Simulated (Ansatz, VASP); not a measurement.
# PbS: VASP beside Ansatz

```xyz
2
Lattice="0.0000 2.9874 2.9874 2.9874 0.0000 2.9874 2.9874 2.9874 0.0000" Properties=species:S:1:pos:R:3 pbc="T T T"
Pb    0.0000    0.0000    0.0000
S     2.9874    2.9874    2.9874
```

Alike in both runs: task single point; functional r2SCAN; k mesh 8 × 8 × 8; no spin polarisation.

|  | VASP | Ansatz |
| --- | --- | --- |
| version | VASP 6.6.1 | Ansatz 0.2.0 |
| potentials or method | VASP PAW PBE potentials, release 64 (Pb_d, S), cutoff 520 eV | scalar-relativistic, plane waves, PAW |
| occupations | gaussian, width 0.01 eV | fixed |
| valence electrons in the cell | 20 | 20 |

```csv
,VASP,Ansatz,Ansatz less VASP
gap on the k mesh at the Fermi level (eV),0.70,0.70,-0.001
least direct gap on the mesh (eV),0.70,0.70,-0.001
```

VASP's potentials were made for PBE, not for r2SCAN.

Neither program's run includes spin-orbit coupling.
